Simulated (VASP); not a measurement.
# WSe2 (P-6m2) in VASP: a series of runs

Runs on WSe2. Level: PBE+D3(BJ). Tasks: single point.

Everything below comes from runs of VASP 6.6.1. Logs are shortened: lines on timing, memory, paths and dates and some standing lists are left out, and cuts for length are marked.

## Step 1: The cell of the first run

It takes space group P-6m2 (No. 187, hexagonal). The conventional cell has a = 3.233 Å, b = 3.233 Å, c = 7.207 Å, α = 90.00°, β = 90.00°, γ = 120.00°. W (site symmetry -6m2) has 6 Se at 2.49 Å and 6 W at 3.23 Å within 3.3 Å. Se (site symmetry 3m) has 3 W at 2.49 Å and 7 Se at 3.23 to 3.30 Å within 3.3 Å.

## Step 2: Single point, PBE+D3(BJ)

Input file INCAR:

```
SYSTEM = WSe2
  PREC = Accurate
  ENCUT = 520
  EDIFF = 1E-6
  ISMEAR = 0
  SIGMA = 0.05
  LREAL = .False.
  LASPH = .True.
  NELM = 100
  ALGO = Normal
  ISIF = 2
  LWAVE = .False.
  LCHARG = .False.
  GGA = PE
  IVDW = 12
  NBANDS = 20
```

Input file KPOINTS:

```
regular mesh
0
Gamma
  9 9 4
  0 0 0
```

Input file POSCAR:

```
WSe2
1.0
    3.2329475091      0.0000000000      0.0000000000
   -1.6164737546      2.7998146720      0.0000000000
    0.0000000000      0.0000000000      7.2065632926
W Se
1 2
Direct
    0.0000000000      0.0000000000      0.0000000000
    0.3333333333      0.6666666667      0.2286623833
    0.3333333333      0.6666666667      0.7713376167
```

Potentials or basis: VASP PAW PBE potentials, release 64 (W_sv, Se).

The run is started by

```
$ cat potpaw_PBE.64/W_sv/POTCAR potpaw_PBE.64/Se/POTCAR > POTCAR
$ mpirun -np 1 vasp_std > vasp.out
```

OUTCAR:

```text
SYSTEM = WSe2
   PREC = Accurate
   ENCUT = 520
   EDIFF = 1E-6
   ISMEAR = 0
   LREAL = .False.
   LASPH = .True.
   NELM = 100
   ISIF = 2
   GGA = PE
   IVDW = 12
 IVDW          = 12

 ion  position               nearest neighbor table
   1  0.000  0.000  0.000-   2 2.49   3 2.49   2 2.49   3 2.49   2 2.49   3 2.49
   2  0.333  0.667  0.229-   1 2.49   1 2.49   1 2.49
   3  0.333  0.667  0.771-   1 2.49   1 2.49   1 2.49

  LATTYP: Found a hexagonal cell.
 ALAT       =     3.2329475091
 C/A-ratio  =     2.2291000000

  Lattice vectors:

 A1 = (   3.2329475091,   0.0000000000,   0.0000000000)
 A2 = (  -1.6164737546,   2.7998146720,   0.0000000000)
 A3 = (   0.0000000000,   0.0000000000,   7.2065632926)

Analysis of symmetry for initial positions (statically):
=====================================================================
 Subroutine PRICEL returns:
 Original cell was already a primitive cell.

 Routine SETGRP: Setting up the symmetry group for a
 hexagonal supercell.

 Subroutine GETGRP returns: Found 12 space group operations
 (whereof 12 operations were pure point group operations)
 out of a pool of 24 trial point group operations.

The static configuration has the point symmetry D_3h.

Analysis of symmetry for dynamics (positions and initial velocities):
=====================================================================
 Subroutine PRICEL returns:
 Original cell was already a primitive cell.

 Routine SETGRP: Setting up the symmetry group for a
 hexagonal supercell.

 Subroutine GETGRP returns: Found 12 space group operations
 (whereof 12 operations were pure point group operations)
 out of a pool of 24 trial point group operations.

The dynamic configuration has the point symmetry D_3h.

 Subroutine INISYM returns: Found 12 space group operations
 (whereof 12 operations are pure point group operations),
 and found     1 'primitive' translations

----------------------------------------------------------------------------------------

                                     Primitive cell

  volume of cell :      65.2313

  direct lattice vectors                    reciprocal lattice vectors
     3.232947509  0.000000000  0.000000000     0.309315260  0.178583249  0.000000000
    -1.616473755  2.799814672  0.000000000     0.000000000  0.357166497  0.000000000
     0.000000000  0.000000000  7.206563293     0.000000000  0.000000000  0.138762397

  length of vectors
     3.232947509  3.232947509  7.206563293     0.357166497  0.357166497  0.138762397

  position of ions in fractional coordinates (direct lattice)
     0.000000000  0.000000000  0.000000000
     0.333333333  0.666666667  0.228662383
     0.333333333  0.666666667  0.771337617

  ion indices of the primitive-cell ions
   primitive index   ion index
                 1           1
                 2           2
                 3           3

----------------------------------------------------------------------------------------

 KPOINTS: regular mesh

Automatic generation of k-mesh.
 Grid dimensions read from file:
 generate k-points for:    9    9    4

 Generating k-lattice:

  Cartesian coordinates                     Fractional coordinates (reciprocal lattice)
     0.034368362  0.019842583  0.000000000     0.111111111 -0.000000000  0.000000000
     0.000000000  0.039685166  0.000000000     0.000000000  0.111111111  0.000000000
     0.000000000  0.000000000  0.034690599     0.000000000  0.000000000  0.250000000

  Length of vectors
     0.039685166  0.039685166  0.034690599

  Shift w.r.t. Gamma in fractional coordinates (k-lattice)
     0.000000000  0.000000000  0.000000000

 Subroutine IBZKPT returns following result:
 ===========================================

 Found     36 irreducible k-points:

 Following reciprocal coordinates:
            Coordinates               Weight
  0.000000  0.000000  0.000000      1.000000
  0.111111 -0.000000  0.000000      6.000000
  0.222222  0.000000  0.000000      6.000000
  0.333333  0.000000  0.000000      6.000000
  0.444444  0.000000  0.000000      6.000000
  0.111111  0.111111  0.000000      6.000000
[... 16 lines left out ...]
  0.333333  0.222222  0.250000     24.000000
  0.333333  0.333333  0.250000      4.000000
 [... further k-points ...]
   k-points           NKPTS =     36   k-points in BZ     NKDIM =     36   number of bands    NBANDS=     20
   number of dos      NEDOS =    301   number of ions     NIONS =      3
   total plane-waves  NPLWV =  31104
   dimension x,y,z NGX =    24 NGY =   24 NGZ =   54
   dimension x,y,z NGXF=    48 NGYF=   48 NGZF=  108
   ions per type =               1   2
   NGX,Y,Z   is equivalent  to a cutoff of  12.34, 12.34, 12.46 a.u.
   NGXF,Y,Z  is equivalent  to a cutoff of  24.68, 24.68, 24.91 a.u.
 SYSTEM =  WSe2
   PREC   = accura    normal or accurate (medium, high low for compatibility)
   ISTART =      0    job   : 0-new  1-cont  2-samecut
   ICHARG =      2    charge: 1-file 2-atom 10-const
   ISPIN  =      1    spin polarized calculation?
   LNONCOLLINEAR =      F non collinear calculations
   LSORBIT =      F    spin-orbit coupling
   LASPH  =      T    aspherical Exc in radial PAW
   ENCUT  =  520.0 eV  38.22 Ry    6.18 a.u.   6.01  6.01 13.40*2*pi/ulx,y,z
   NELM   =    100;   NELMIN=  2; NELMDL= -5     # of ELM steps
   EDIFF  = 0.1E-05   stopping-criterion for ELM
   LREAL  =      F    real-space projection
   EDIFFG = 0.1E-04   stopping-criterion for IOM
   NSW    =      0    number of steps for IOM
   IBRION =     -1    ionic relax: 0-MD 1-quasi-New 2-CG
   NFREE  =      0    steps in history (QN), initial steepest desc. (CG)
   ISIF   =      2    stress and relaxation
   ISYM   =      2    0-nonsym 1-usesym 2-fastsym
   POTIM  = 0.5000    time-step for ionic-motion
   TEBEG  =    0.0;   TEEND  =   0.0 temperature during run
   PSTRESS=    0.0 pullay stress
   NELECT =      26.0000    total number of electrons
   NUPDOWN=      -1.0000    fix difference up-down
   EMIN   =  10.00;   EMAX   =-10.00  energy-range for DOS
   EFERMI =   0.00;   METHOD = LEGACY
   ISMEAR =     0;   SIGMA  =   0.05  broadening in eV -4-tet -1-fermi 0-gaus
   EFERMI_NEDOS =   21; number of points for ismear=-14 and -15
   IALGO  =     38    algorithm
   IMIX   =      4    mixing-type and parameters
     AMIX     =   0.40;   BMIX     =  1.00
     AMIX_MAG =   1.60;   BMIX_MAG =  1.00
  volume/ion in A,a.u.               =      21.74       146.73
  Fermi-wavevector in a.u.,A,eV,Ry     =   1.204797  2.276736 19.749346  1.451536
  Thomas-Fermi vector in A             =   2.340512
   LORBIT       =      0    0 simple, 1 ext, 2 COOP (PROOUT), +10 PAW based schemes
   GGA     = PE    functional components
   LHFCALC =     F    Hartree Fock is set to
   AEXX    =    0.0000 exact exchange contribution
   IVDW    =    12    specifies the selected vdW correction
   LEPSILON=     F    determine dielectric tensor
   LRPA    =     F    only Hartree local field effects (RPA)
 non-spin polarized calculation
 Gauss-broadening in eV      SIGMA  =   0.05
  energy-cutoff  :      520.00
  volume of cell :       65.23
 maximum number of plane-waves:      1788
   NGX = 13   NGY = 13   NGZ = 27

 number of electron      26.0000001 magnetization

 Free energy of the ion-electron system (eV)
  ---------------------------------------------------
  ext. energy  EPLUGINS =         0.00000000
  ---------------------------------------------------
  free energy    TOTEN  =       -21.45789533 eV

  energy without entropy =      -21.45789533  energy(sigma->0) =      -21.45789533

 E-fermi :   5.6565     XC(G=0): -10.1045

 val. band max:        5.2233468264   @ k =   0.3333   0.3333   0.5000
 cond. band min:       6.7595253358   @ k =   0.2222   0.1111   0.0000
 fundamental gap:      1.5361785094
 Fermi energy:         5.6565103115

 k-point     1 :       0.0000    0.0000    0.0000
  band No.  band energies     occupation
      1     -68.7041      2.00000
      2     -33.0137      2.00000
      3     -32.8377      2.00000
      4     -32.8377      2.00000
      5      -9.9722      2.00000
      6      -8.4822      2.00000
[... 12 lines left out ...]
     19      12.3704      0.00000
     20      13.9537      0.00000

 k-point     2 :       0.1111   -0.0000    0.0000
  band No.  band energies     occupation
      1     -68.7025      2.00000
      2     -33.0070      2.00000
      3     -32.8720      2.00000
      4     -32.8456      2.00000
      5      -9.7707      2.00000
      6      -8.3871      2.00000
[... 12 lines left out ...]
     19      12.8437      0.00000
     20      14.9294      0.00000

 k-point     3 :       0.2222    0.0000    0.0000
  band No.  band energies     occupation
      1     -68.6985      2.00000
      2     -32.9899      2.00000
      3     -32.9580      2.00000
      4     -32.8657      2.00000
      5      -9.2136      2.00000
      6      -8.1261      2.00000
[... 12 lines left out ...]
     19      13.7105      0.00000
     20      14.4374      0.00000

 k-point     4 :       0.3333    0.0000    0.0000
  band No.  band energies     occupation
      1     -68.6939      2.00000
      2     -33.0541      2.00000
      3     -32.9704      2.00000
      4     -32.8884      2.00000
      5      -8.4601      2.00000
      6      -7.7835      2.00000
[... 12 lines left out ...]
     19      12.2809      0.00000
     20      13.3119      0.00000

 k-point     5 :       0.4444    0.0000    0.0000
  band No.  band energies     occupation
      1     -68.6909      2.00000
      2     -33.1160      2.00000
      3     -32.9576      2.00000
      4     -32.9031      2.00000
      5      -7.8488      2.00000
      6      -7.5228      2.00000
[... 12 lines left out ...]
     19      11.9892      0.00000
     20      12.9240      0.00000

 k-point     6 :       0.1111    0.1111    0.0000
  band No.  band energies     occupation
      1     -68.6997      2.00000
      2     -32.9951      2.00000
      3     -32.9291      2.00000
      4     -32.8626      2.00000
      5      -9.3906      2.00000
      6      -8.2083      2.00000
[... 12 lines left out ...]
     19      13.8164      0.00000
     20      14.3069      0.00000

 k-point     7 :       0.2222    0.1111    0.0000
  band No.  band energies     occupation
      1     -68.6954      2.00000
      2     -33.0131      2.00000
      3     -32.9767      2.00000
      4     -32.8910      2.00000
      5      -8.7280      2.00000
      6      -7.9005      2.00000
[... 12 lines left out ...]
     19      12.8864      0.00000
     20      14.3581      0.00000
[... 277 lines left out ...]
 k-point    20 :       0.3333    0.1111    0.2500
  band No.  band energies     occupation
      1     -68.6916      2.00000
      2     -33.0855      2.00000
      3     -32.9606      2.00000
      4     -32.9163      2.00000
      5      -7.9929      2.00000
      6      -7.6139      2.00000
[... 12 lines left out ...]
     19      12.7898      0.00000
     20      13.7516      0.00000

 k-point    21 :       0.4444    0.1111    0.2500
  band No.  band energies     occupation
      1     -68.6901      2.00000
      2     -33.1138      2.00000
      3     -32.9542      2.00000
      4     -32.9263      2.00000
      5      -7.6601      2.00000
      6      -7.4673      2.00000
[... 12 lines left out ...]
     19      13.2819      0.00000
     20      13.6165      0.00000

 k-point    22 :       0.2222    0.2222    0.2500
  band No.  band energies     occupation
      1     -68.6919      2.00000
      2     -33.0596      2.00000
      3     -32.9618      2.00000
      4     -32.9356      2.00000
      5      -8.0627      2.00000
      6      -7.6362      2.00000
[... 12 lines left out ...]
     19      13.1544      0.00000
     20      14.1071      0.00000

 k-point    23 :       0.3333    0.2222    0.2500
  band No.  band energies     occupation
      1     -68.6896      2.00000
      2     -33.0820      2.00000
      3     -32.9724      2.00000
      4     -32.9520      2.00000
      5      -7.5724      2.00000
      6      -7.4049      2.00000
[... 12 lines left out ...]
     19      12.8353      0.00000
     20      14.0594      0.00000

 k-point    24 :       0.3333    0.3333    0.2500
  band No.  band energies     occupation
      1     -68.6888      2.00000
      2     -33.0534      2.00000
      3     -33.0219      2.00000
      4     -32.9486      2.00000
      5      -7.4009      2.00000
      6      -7.3102      2.00000
[... 12 lines left out ...]
     19      11.8695      0.00000
     20      14.5215      0.00000

 [... further k-points ...]

------------------------ aborting loop because EDIFF is reached ----------------------------------------

 Edisp (eV)   -1.30022

 E8    (eV) :    -0.5806

  FORCE on cell =-STRESS in cart. coord.  units (eV):
  Direction    XX          YY          ZZ          XY          YZ          ZX
  --------------------------------------------------------------------------------------
  -------------------------------------------------------------------------------------
  Total       2.72732     2.72732     3.25439    -0.00000     0.00000    -0.00000
  in kB      66.98705    66.98705    79.93259    -0.00000     0.00000    -0.00000
  external pressure =       71.30 kB  Pullay stress =        0.00 kB

 VOLUME and BASIS-vectors are now :
 -----------------------------------------------------------------------------
  energy-cutoff  :      520.00
  volume of cell :       65.23
      direct lattice vectors                 reciprocal lattice vectors
     3.232947509  0.000000000  0.000000000     0.309315260  0.178583249  0.000000000
    -1.616473755  2.799814672  0.000000000     0.000000000  0.357166497  0.000000000
     0.000000000  0.000000000  7.206563293     0.000000000  0.000000000  0.138762397

 POSITION                                       TOTAL-FORCE (eV/Angst)
 -----------------------------------------------------------------------------------
      0.00000      0.00000      0.00000        -0.000000      0.000000      0.000000
     -0.00000      1.86654      1.64787         0.000000      0.000000      1.168888
     -0.00000      1.86654      5.55869        -0.000000      0.000000     -1.168888
 -----------------------------------------------------------------------------------
    total drift:                                0.000000     -0.000000     -0.000000

  FREE ENERGIE OF THE ION-ELECTRON SYSTEM (eV)
  ---------------------------------------------------
  free  energy   TOTEN  =       -22.7581184997 eV

  energy  without entropy=      -22.7581184997  energy(sigma->0) =      -22.75811850
```

Run time: 40 s. Hardware: 1 thread of Intel Xeon 8259CL, shared host; peak memory 0.21 GiB.

Results:

```yaml
Free_energy: -22.7581 eV
Pressure: 7.1 GPa
Largest_force: 1.169 eV/Å
Band_gap_on_the_k_mesh: 1.54 eV (least direct gap 1.73 eV)
Dispersion_energy_per_atom: -0.433 eV
```

Forces on the atoms (eV/Å):
```
W    0.000  0.000  0.000
Se   0.000  0.000  1.169
Se   0.000  0.000 -1.169
```

Caveat: the cell stands under pressure; spin-orbit coupling is left out, which moves the levels of the heavy elements; an odd mesh through Γ misses points on the zone boundary, where band edges can lie; forces of over 1 eV/Å act on the atoms, so gaps and moduli don't describe the material at rest.

[end of part 1 of 2]
